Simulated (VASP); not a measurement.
Wanted: the native input for a VASP 6.6.1 run.

- Task: electric field gradients
- Functional: PBEsol
- Potentials or basis: VASP PAW PBE potentials, release 64 (Ti_sv)
- Cutoff: 520 eV
- k mesh: 14 × 14 × 8
- Occupations: fermi-dirac, width 0.05 eV
- Spin: no spin polarisation
- Dipole correction: no
- Further INCAR settings: ALGO = Normal; EDIFF = 1e-08; NBANDS = 19

The structure of Ti lies in POSCAR:

```
Ti
1.0
    2.9499978604      0.0000000000      0.0000000000
   -1.4749989302      2.5547730882      0.0000000000
    0.0000000000      0.0000000000      4.7328600000
Ti
2
Direct
    0.3333333333      0.6666666667      0.2500000000
    0.6666666667      0.3333333333      0.7500000000
```

This cell differs from its parent crystal: zz strain of +1 %.

The input as run:

INCAR

```
PREC     = Accurate       # precision mode
ENCUT    = 520            # plane-wave cutoff, eV
EDIFF    = 1E-8           # SCF threshold, eV
ISMEAR   = -1             # smearing method
SIGMA    = 0.05           # smearing width, eV
LREAL    = False          # projectors in reciprocal space
LASPH    = True           # aspherical terms in the spheres
NELM     = 80             # most SCF steps
ALGO     = Normal         # electronic algorithm
ISIF     = 2              # what is computed and relaxed
LWAVE    = False          # write WAVECAR
LCHARG   = False          # write CHGCAR
GGA      = PS             # functional
LEFG     = True         
NBANDS   = 19             # bands
```

KPOINTS

```
Automatic mesh
0
Gamma
  14 14 8
```

Potentials or basis: VASP PAW PBE potentials, release 64 (Ti_sv).

Run with:

```sh
$ cat potpaw_PBE.64/Ti_sv/POTCAR > POTCAR
$ mpirun -np 1 vasp_std > vasp.out
```

It gave:

The pressure is -7.0 GPa. The band gap on the k mesh is zero (bands 12 and 13 overlap by 1.04 eV) and the largest electric field gradient by atom is Ti +14.4 V/Å².

Caveat: the cell differs from its parent crystal (zz strain of +1 %); the cell stands under tension; without QUAD_EFG the Cq values of the log hold for a quadrupole moment of 1 mb, not for the nuclei; the PAW data sets were made with another functional, which shifts forces and pressure a little.

Wall time 2.1 min on 1 thread of Intel Xeon 8259CL, on a shared host, peak memory 0.2 GiB.
